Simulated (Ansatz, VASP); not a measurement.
# Two plane-wave programs on Sb

```
CELL_PARAMETERS angstrom
4.06868 0.00000 0.00000
-2.03434 3.52358 0.00000
0.00000 0.00000 20.80003
ATOMIC_POSITIONS crystal
Sb 0.33333 0.66667 0.29567
Sb 0.66667 0.33333 0.21635
Sb 0.77778 0.77778 0.56010
Sb 0.44444 0.11111 0.48077
```

Alike in both runs: task single point; functional PBE; dispersion D3(BJ); k mesh 9 × 9 × 1; occupations gaussian, width 0.05 eV; no spin polarisation.

|  | VASP | Ansatz |
| --- | --- | --- |
| version | VASP 6.6.1 | Ansatz 0.2.0 |
| potentials or method | VASP PAW PBE potentials, release 64 (Sb), cutoff 520 eV | scalar-relativistic, plane waves, PAW |
| valence electrons in the cell | 20 | 60 |

```csv
,VASP,Ansatz,Ansatz less VASP
gap on the k mesh at the Fermi level (eV),0.88,0.87,-0.009
least direct gap on the mesh (eV),1.45,1.49,+0.039
rms of the force components (eV/Å),0.081,0.042,-0.0382
```

Atom by atom the forces differ by 0.050 eV/Å (rms over components). VASP's potentials hold 20 valence electrons a cell and Ansatz's 60, so a difference there can come from the potentials and not from the codes.

Spin-orbit coupling is off throughout.
